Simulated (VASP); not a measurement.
# NaHF2 (R-3m) in VASP: a series of runs

NaHF2 is run at these levels: LDA; tasks: single point.

All numbers are computed with VASP 6.6.1; they aren't measurements. Logs are shortened: lines on timing, memory, paths and dates and some standing lists are left out, and cuts for length are marked.

### Step 1. The cell of the first run

It takes space group R-3m (No. 166, trigonal). Conventional cell: a = 3.388 Å, b = 3.388 Å, c = 13.917 Å, α = 90.00°, β = 90.00°, γ = 120.00°. Na (site symmetry -3m) has 6 F at 2.23 Å within 2.9 Å. H (site symmetry -3m) has 2 F at 1.25 Å within 1.7 Å. F (site symmetry 3m) has 1 H at 1.25 Å within 1.7 Å.

### Step 2. Single point, LDA (equal xx and yy strain of -2 %)

INCAR

```
PREC = Accurate
ENCUT = 520
EDIFF = 1E-6
ISMEAR = -1
SIGMA = 0.02
LREAL = False
LASPH = True
NELM = 80
ALGO = Normal
ISIF = 2
LWAVE = False
LCHARG = False
NBANDS = 19
```

KPOINTS

```
regular mesh
0
Gamma
  10 10 10
```

POSCAR

```
NaHF2
1.0
    1.6938763128      0.9779599452      4.6388706988
   -1.6938763128      0.9779599452      4.6388706988
    0.0000000000     -1.9559198903      4.6388706988
Na H F
1 1 2
Direct
    0.0000000000      0.0000000000      0.0000000000
    0.5000000000      0.5000000000      0.5000000000
    0.4100000000      0.4100000000      0.4100000000
    0.5900000000      0.5900000000      0.5900000000
```

Potentials or basis: VASP PAW LDA potentials, release 64 (Na_pv, H, F).

Run with:

```console
$ cat potpaw_LDA.64/Na_pv/POTCAR potpaw_LDA.64/H/POTCAR potpaw_LDA.64/F/POTCAR > POTCAR
$ mpirun -np 1 vasp_std > vasp.out
```

OUTCAR:

```text
PREC = Accurate
   ENCUT = 520
   EDIFF = 1E-6
   ISMEAR = -1
   LREAL = False
   LASPH = True
   NELM = 80
   ISIF = 2

 ion  position               nearest neighbor table
   1  0.000  0.000  0.000-   4 2.23   4 2.23   3 2.23   3 2.23   4 2.23   3 2.23
   2  0.500  0.500  0.500-   3 1.25   4 1.25
   3  0.410  0.410  0.410-   2 1.25   1 2.23   1 2.23   1 2.23
   4  0.590  0.590  0.590-   2 1.25   1 2.23   1 2.23   1 2.23

  LATTYP: Found a trigonal (rhomboedric) cell.
 ALAT       =     5.0343563618
 COS(alpha) =     0.7735848533

  Lattice vectors:

 A1 = (   1.6938763128,   0.9779599452,   4.6388706988)
 A2 = (  -1.6938763128,   0.9779599452,   4.6388706988)
 A3 = (   0.0000000000,  -1.9559198903,   4.6388706988)

Analysis of symmetry for initial positions (statically):
=====================================================================
 Subroutine PRICEL returns:
 Original cell was already a primitive cell.

 Routine SETGRP: Setting up the symmetry group for a
 trigonal (rhombohedral) supercell.

 Subroutine GETGRP returns: Found 12 space group operations
 (whereof 12 operations were pure point group operations)
 out of a pool of 12 trial point group operations.

The static configuration has the point symmetry D_3d.

Analysis of symmetry for dynamics (positions and initial velocities):
=====================================================================
 Subroutine PRICEL returns:
 Original cell was already a primitive cell.

 Routine SETGRP: Setting up the symmetry group for a
 trigonal (rhombohedral) supercell.

 Subroutine GETGRP returns: Found 12 space group operations
 (whereof 12 operations were pure point group operations)
 out of a pool of 12 trial point group operations.

The dynamic configuration has the point symmetry D_3d.

 Subroutine INISYM returns: Found 12 space group operations
 (whereof 12 operations are pure point group operations),
 and found     1 'primitive' translations

----------------------------------------------------------------------------------------

                                     Primitive cell

  volume of cell :      46.1069

  direct lattice vectors                    reciprocal lattice vectors
     1.693876313  0.977959945  4.638870699     0.295180939  0.170422794  0.071856569
    -1.693876313  0.977959945  4.638870699    -0.295180939  0.170422794  0.071856569
     0.000000000 -1.955919890  4.638870699     0.000000000 -0.340845589  0.071856569

  length of vectors
     5.034356362  5.034356362  5.034356362     0.348337598  0.348337598  0.348337598

  position of ions in fractional coordinates (direct lattice)
     0.000000000  0.000000000  0.000000000
     0.500000000  0.500000000  0.500000000
     0.410000000  0.410000000  0.410000000
     0.590000000  0.590000000  0.590000000

  ion indices of the primitive-cell ions
   primitive index   ion index
                 1           1
                 2           2
                 3           3
                 4           4

----------------------------------------------------------------------------------------

 KPOINTS: regular mesh

Automatic generation of k-mesh.
 Grid dimensions read from file:
 generate k-points for:   10   10   10

 Generating k-lattice:

  Cartesian coordinates                     Fractional coordinates (reciprocal lattice)
     0.029518094  0.017042279  0.007185657     0.100000000  0.000000000  0.000000000
    -0.029518094  0.017042279  0.007185657     0.000000000  0.100000000  0.000000000
     0.000000000 -0.034084559  0.007185657     0.000000000  0.000000000  0.100000000

  Length of vectors
     0.034833760  0.034833760  0.034833760

  Shift w.r.t. Gamma in fractional coordinates (k-lattice)
     0.000000000  0.000000000  0.000000000

 Subroutine IBZKPT returns following result:
 ===========================================

 Found    116 irreducible k-points:

 Following reciprocal coordinates:
            Coordinates               Weight
  0.000000  0.000000  0.000000      1.000000
  0.100000  0.000000  0.000000      6.000000
  0.200000  0.000000  0.000000      6.000000
  0.300000  0.000000  0.000000      6.000000
  0.400000  0.000000  0.000000      6.000000
  0.500000  0.000000  0.000000      3.000000
[... 16 lines left out ...]
  0.300000  0.300000  0.000000      6.000000
  0.400000  0.300000  0.000000     12.000000
 [... further k-points ...]
   k-points           NKPTS =    116   k-points in BZ     NKDIM =    116   number of bands    NBANDS=     19
   number of dos      NEDOS =    301   number of ions     NIONS =      4
   total plane-waves  NPLWV =  64000
   dimension x,y,z NGX =    40 NGY =   40 NGZ =   40
   dimension x,y,z NGXF=    80 NGYF=   80 NGZF=   80
   ions per type =               1   1   2
   NGX,Y,Z   is equivalent  to a cutoff of  13.21, 13.21, 13.21 a.u.
   NGXF,Y,Z  is equivalent  to a cutoff of  26.42, 26.42, 26.42 a.u.
 SYSTEM =  unknown system
   PREC   = accura    normal or accurate (medium, high low for compatibility)
   ISTART =      0    job   : 0-new  1-cont  2-samecut
   ICHARG =      2    charge: 1-file 2-atom 10-const
   ISPIN  =      1    spin polarized calculation?
   LNONCOLLINEAR =      F non collinear calculations
   LSORBIT =      F    spin-orbit coupling
   LASPH  =      T    aspherical Exc in radial PAW
   ENCUT  =  520.0 eV  38.22 Ry    6.18 a.u.   9.36  9.36  9.36*2*pi/ulx,y,z
   NELM   =     80;   NELMIN=  2; NELMDL= -5     # of ELM steps
   EDIFF  = 0.1E-05   stopping-criterion for ELM
   LREAL  =      F    real-space projection
   EDIFFG = 0.1E-04   stopping-criterion for IOM
   NSW    =      0    number of steps for IOM
   IBRION =     -1    ionic relax: 0-MD 1-quasi-New 2-CG
   NFREE  =      0    steps in history (QN), initial steepest desc. (CG)
   ISIF   =      2    stress and relaxation
   ISYM   =      2    0-nonsym 1-usesym 2-fastsym
   POTIM  = 0.5000    time-step for ionic-motion
   TEBEG  =    0.0;   TEEND  =   0.0 temperature during run
   PSTRESS=    0.0 pullay stress
   NELECT =      22.0000    total number of electrons
   NUPDOWN=      -1.0000    fix difference up-down
   EMIN   =  10.00;   EMAX   =-10.00  energy-range for DOS
   EFERMI =   0.00;   METHOD = LEGACY
   ISMEAR =    -1;   SIGMA  =   0.02  broadening in eV -4-tet -1-fermi 0-gaus
   EFERMI_NEDOS =   21; number of points for ismear=-14 and -15
   IALGO  =     38    algorithm
   IMIX   =      4    mixing-type and parameters
     AMIX     =   0.40;   BMIX     =  1.00
     AMIX_MAG =   1.60;   BMIX_MAG =  1.00
  volume/ion in A,a.u.               =      11.53        77.79
  Fermi-wavevector in a.u.,A,eV,Ry     =   1.279264  2.417459 22.266169  1.636517
  Thomas-Fermi vector in A             =   2.411760
   LORBIT       =      0    0 simple, 1 ext, 2 COOP (PROOUT), +10 PAW based schemes
   GGA     = CA    functional components
   LHFCALC =     F    Hartree Fock is set to
   AEXX    =    0.0000 exact exchange contribution
   IVDW    =     0    specifies the selected vdW correction
   LEPSILON=     F    determine dielectric tensor
   LRPA    =     F    only Hartree local field effects (RPA)
 non-spin polarized calculation
  energy-cutoff  :      520.00
  volume of cell :       46.11
 maximum number of plane-waves:      1266
 NGX is ok and might be reduce to    40
   NGX = 19   NGY = 19   NGZ = 19

 number of electron      21.9999996 magnetization

 Free energy of the ion-electron system (eV)
  ---------------------------------------------------
  ext. energy  EPLUGINS =         0.00000000
  ---------------------------------------------------
  free energy    TOTEN  =       -18.50446102 eV

  energy without entropy =      -18.50446102  energy(sigma->0) =      -18.50446102

 E-fermi :  -3.6070     XC(G=0):  -9.0300

 val. band max:       -4.1329344820   @ k =   0.5000   0.5000   0.5000
 cond. band min:       2.2814365457   @ k =   0.0000   0.0000   0.0000
 fundamental gap:      6.4143710277
 Fermi energy:        -3.6070108499

 k-point     1 :       0.0000    0.0000    0.0000
  band No.  band energies     occupation
      1     -23.8285      2.00000
      2     -23.2305      2.00000
      3     -22.0332      2.00000
      4     -22.0332      2.00000
      5     -21.7421      2.00000
      6      -8.6079      2.00000
[... 11 lines left out ...]
     18      17.2418      0.00000
     19      17.2418      0.00000

 k-point     2 :       0.1000    0.0000    0.0000
  band No.  band energies     occupation
      1     -23.8392      2.00000
      2     -23.2083      2.00000
      3     -22.0358      2.00000
      4     -22.0131      2.00000
      5     -21.7666      2.00000
      6      -8.5649      2.00000
[... 11 lines left out ...]
     18      16.3831      0.00000
     19      17.0718      0.00000

 k-point     3 :       0.2000    0.0000    0.0000
  band No.  band energies     occupation
      1     -23.8663      2.00000
      2     -23.1462      2.00000
      3     -22.0425      2.00000
      4     -21.9672      2.00000
      5     -21.8295      2.00000
      6      -8.4501      2.00000
[... 11 lines left out ...]
     18      15.0802      0.00000
     19      16.7822      0.00000

 k-point     4 :       0.3000    0.0000    0.0000
  band No.  band energies     occupation
      1     -23.8975      2.00000
      2     -23.0582      2.00000
      3     -22.0507      2.00000
      4     -21.9742      2.00000
      5     -21.8559      2.00000
      6      -8.3030      2.00000
[... 11 lines left out ...]
     18      14.9377      0.00000
     19      16.6244      0.00000

 k-point     5 :       0.4000    0.0000    0.0000
  band No.  band energies     occupation
      1     -23.9216      2.00000
      2     -22.9741      2.00000
      3     -22.0574      2.00000
      4     -22.0550      2.00000
      5     -21.8170      2.00000
      6      -8.1789      2.00000
[... 11 lines left out ...]
     18      14.8005      0.00000
     19      16.2792      0.00000
[... 334 lines left out ...]
      2     -23.0848      2.00000
      3     -22.0879      2.00000
      4     -21.9265      2.00000
      5     -21.8518      2.00000
      6      -8.1524      2.00000
[... 11 lines left out ...]
     18      14.5421      0.00000
     19      16.1125      0.00000

 k-point    22 :      -0.2000    0.2000    0.0000
  band No.  band energies     occupation
      1     -23.8784      2.00000
      2     -23.0867      2.00000
      3     -22.0759      2.00000
      4     -21.8940      2.00000
      5     -21.8920      2.00000
      6      -8.2672      2.00000
[... 11 lines left out ...]
     18      14.8455      0.00000
     19      15.9428      0.00000

 k-point    23 :       0.3000    0.3000    0.0000
  band No.  band energies     occupation
      1     -23.7837      2.00000
      2     -23.2334      2.00000
      3     -22.0509      2.00000
      4     -22.0146      2.00000
      5     -21.7581      2.00000
      6      -8.2000      2.00000
[... 11 lines left out ...]
     18      15.1598      0.00000
     19      16.7535      0.00000

 k-point    24 :       0.4000    0.3000    0.0000
  band No.  band energies     occupation
      1     -23.7518      2.00000
      2     -23.2628      2.00000
      3     -22.0737      2.00000
      4     -22.0109      2.00000
      5     -21.7323      2.00000
      6      -8.1085      2.00000
[... 11 lines left out ...]
     18      15.6274      0.00000
     19      15.9814      0.00000

 [... further k-points ...]
[... 5 lines left out ...]
  --------------------------------------------------------------------------------------
  -------------------------------------------------------------------------------------
  Total       -0.0257647     -0.0257647     -5.1237716      0.0000000     -0.0000000      0.0000000
  in kB       -0.8953006     -0.8953006   -178.0467542      0.0000000     -0.0000000      0.0000000
  external PRESSURE =     -59.9457851 kB  Pullay stress =       0.0000000 kB

 VOLUME and BASIS-vectors are now :
 -----------------------------------------------------------------------------
  energy-cutoff  :      520.00
  volume of cell :       46.11
      direct lattice vectors                 reciprocal lattice vectors
     1.693876313  0.977959945  4.638870699     0.295180939  0.170422794  0.071856569
    -1.693876313  0.977959945  4.638870699    -0.295180939  0.170422794  0.071856569
     0.000000000 -1.955919890  4.638870699     0.000000000 -0.340845589  0.071856569

 POSITION                                       TOTAL-FORCE (eV/Angst)
 -----------------------------------------------------------------------------------
      0.00000      0.00000      0.00000         0.000000      0.000000      0.000000
      0.00000      0.00000      6.95831        -0.000000      0.000000      0.000000
      0.00000      0.00000      5.70581         0.000000      0.000000      2.230934
      0.00000      0.00000      8.21080         0.000000     -0.000000     -2.230934
 -----------------------------------------------------------------------------------
    total drift:                                0.000000      0.000000     -0.000000

  FREE ENERGIE OF THE ION-ELECTRON SYSTEM (eV)
  ---------------------------------------------------
  free  energy   TOTEN  =       -18.5044610150 eV

  energy  without entropy=      -18.5044610150  energy(sigma->0) =      -18.50446102
```

It took 2.3 min on 1 thread of AMD EPYC 9R45 (Zen 5), shared host; peak memory 0.21 GiB.

Results:

```yaml
Free_energy: -18.5045 eV
Pressure: -6.0 GPa
Largest_force: 2.231 eV/Å
Band_gap_on_the_k_mesh: 6.41 eV, indirect (least direct gap 6.71 eV)
```

Forces on the atoms (eV/Å):
```
Na   0.000  0.000  0.000
H    0.000  0.000  0.000
F    0.000  0.000  2.231
F    0.000  0.000 -2.231
```

Levels at points of the mesh, in eV from the valence-band top:
```
           k point  band 9  band 10  band 11  band 12  band 13  band 14
(0.00, 0.00, 0.00)   -0.33    -0.30    -0.30     6.41    12.93    14.16
(0.50, 0.00, 0.00)   -0.49    -0.49    -0.43    10.19    11.35    15.07
(0.50, 0.50, 0.00)   -0.75    -0.63    -0.15    11.11    11.46    13.56
(0.50, 0.50, 0.50)   -0.62     0.00     0.00     8.13    10.02    13.70
```

Caveat: the cell differs from its parent crystal (equal xx and yy strain of -2 %); forces of over 1 eV/Å act on the atoms, so gaps and moduli don't describe the material at rest. A k mesh can miss the band edges.

### Step 3. Single point, LDA (equal xx and yy strain of -1 %)

INCAR

```
SYSTEM = NaHF2
PREC     = Accurate       ! precision mode
ENCUT    = 520            ! plane-wave cutoff, eV
EDIFF    = 1E-7           ! SCF threshold, eV
ISMEAR   = -1             ! smearing method
SIGMA    = 0.02           ! smearing width, eV
LREAL    = .False.        ! projectors in reciprocal space
LASPH    = .True.         ! aspherical terms in the spheres
NELM     = 60             ! most SCF steps
ALGO     = Normal         ! electronic algorithm
ISIF     = 2              ! what is computed and relaxed
LWAVE    = .False.        ! write WAVECAR
LCHARG   = .False.        ! write CHGCAR
GGA      = CA             ! functional
NBANDS   = 19             ! bands
```

KPOINTS

```
regular mesh
0
Gamma
  10 10 10
  0 0 0
```

POSCAR

```
NaHF2
1.0
    1.7111607649      0.9879391283      4.6388706988
   -1.7111607649      0.9879391283      4.6388706988
    0.0000000000     -1.9758782566      4.6388706988
Na H F
1 1 2
Direct
    0.0000000000      0.0000000000      0.0000000000
    0.5000000000      0.5000000000      0.5000000000
    0.4100000000      0.4100000000      0.4100000000
    0.5900000000      0.5900000000      0.5900000000
```

Potentials or basis: VASP PAW LDA potentials, release 64 (Na_pv, H, F).

Run with:

```console
$ cat potpaw_LDA.64/Na_pv/POTCAR potpaw_LDA.64/H/POTCAR potpaw_LDA.64/F/POTCAR > POTCAR
$ mpirun -np 1 vasp_std > vasp.out
```

OUTCAR:

```text
SYSTEM = NaHF2
   PREC = Accurate
   ENCUT = 520
   EDIFF = 1E-7
   ISMEAR = -1
   LREAL = .False.
   LASPH = .True.
   NELM = 60
   ISIF = 2
   GGA = CA

 ion  position               nearest neighbor table
   1  0.000  0.000  0.000-   4 2.25   4 2.25   3 2.25   3 2.25   4 2.25   3 2.25
   2  0.500  0.500  0.500-   3 1.25   4 1.25
   3  0.410  0.410  0.410-   2 1.25   1 2.25   1 2.25   1 2.25
   4  0.590  0.590  0.590-   2 1.25   1 2.25   1 2.25   1 2.25

  LATTYP: Found a trigonal (rhomboedric) cell.
 ALAT       =     5.0421440127
 COS(alpha) =     0.7696537578

  Lattice vectors:

 A1 = (   1.7111607649,   0.9879391283,   4.6388706988)
 A2 = (  -1.7111607649,   0.9879391283,   4.6388706988)
 A3 = (   0.0000000000,  -1.9758782566,   4.6388706988)

Analysis of symmetry for initial positions (statically):
=====================================================================
 Subroutine PRICEL returns:
 Original cell was already a primitive cell.

[... 166 lines left out ...]
  ---------------------------------------------------
  ext. energy  EPLUGINS =         0.00000000
  ---------------------------------------------------
  free energy    TOTEN  =       -18.50338423 eV

  energy without entropy =      -18.50338423  energy(sigma->0) =      -18.50338423

 E-fermi :  -3.8013     XC(G=0):  -8.9318

 val. band max:       -4.2160582841   @ k =   0.5000   0.5000   0.5000
 cond. band min:       2.1515762270   @ k =   0.0000   0.0000   0.0000
 fundamental gap:      6.3676345111
 Fermi energy:        -3.8013420393

 k-point     1 :       0.0000    0.0000    0.0000
  band No.  band energies     occupation
      1     -23.8797      2.00000
      2     -23.2803      2.00000
      3     -22.1770      2.00000
      4     -22.1770      2.00000
      5     -21.8983      2.00000
      6      -8.6460      2.00000
[... 505 lines left out ...]
      6      -8.1679      2.00000
[... 11 lines left out ...]
     18      15.3319      0.00000
     19      15.6850      0.00000

 [... further k-points ...]
[... 5 lines left out ...]
  --------------------------------------------------------------------------------------
  -------------------------------------------------------------------------------------
  Total       -0.2625686     -0.2625686     -5.2465956      0.0000000     -0.0000000      0.0000000
  in kB       -8.9406460     -8.9406460   -178.6502621      0.0000000     -0.0000000      0.0000000
  external PRESSURE =     -65.5105180 kB  Pullay stress =       0.0000000 kB

 VOLUME and BASIS-vectors are now :
 -----------------------------------------------------------------------------
  energy-cutoff  :      520.00
  volume of cell :       47.05
      direct lattice vectors                 reciprocal lattice vectors
     1.711160765  0.987939128  4.638870699     0.292199313  0.168701352  0.071856569
    -1.711160765  0.987939128  4.638870699    -0.292199313  0.168701352  0.071856569
     0.000000000 -1.975878257  4.638870699     0.000000000 -0.337402704  0.071856569

 POSITION                                       TOTAL-FORCE (eV/Angst)
 -----------------------------------------------------------------------------------
      0.00000      0.00000      0.00000         0.000000      0.000000     -0.000000
      0.00000      0.00000      6.95831         0.000000      0.000000     -0.000000
      0.00000      0.00000      5.70581         0.000000      0.000000      2.174530
      0.00000      0.00000      8.21080         0.000000     -0.000000     -2.174530
 -----------------------------------------------------------------------------------
    total drift:                                0.000000      0.000000     -0.000000

  FREE ENERGIE OF THE ION-ELECTRON SYSTEM (eV)
  ---------------------------------------------------
  free  energy   TOTEN  =       -18.5033842258 eV

  energy  without entropy=      -18.5033842258  energy(sigma->0) =      -18.50338423
```

stdout:

```text
POSCAR found type information on POSCAR NaH F
 POSCAR found :  3 types and       4 ions
 scaLAPACK will be used
 LDA part: xc-table for (Slater(with rela. corr.)+CA(PZ))
 , standard interpolation
 POSCAR, INCAR and KPOINTS ok, starting setup
 FFT: planning ... GRIDC
 FFT: planning ... GRID_SOFT
 FFT: planning ... GRID
 WAVECAR not read
 entering main loop
```

Run time: 2.6 min. Hardware: 1 thread of AMD EPYC 9R45 (Zen 5), shared host; peak memory 0.21 GiB.

Results:

```
Free energy            : -18.5034 eV
Pressure               : -6.6 GPa
Largest force          : 2.175 eV/Å
Band gap on the k mesh : 6.37 eV, indirect (least direct gap 6.67 eV)
```

Forces in eV/Å, atoms in the order of the input:
```
Na   0.000  0.000  0.000
H    0.000  0.000  0.000
F    0.000  0.000  2.175
F    0.000  0.000 -2.175
```

Caveat: the cell differs from its parent crystal (equal xx and yy strain of -1 %); forces of over 1 eV/Å act on the atoms, so gaps and moduli don't describe the material at rest.

[end of part 1 of 2]
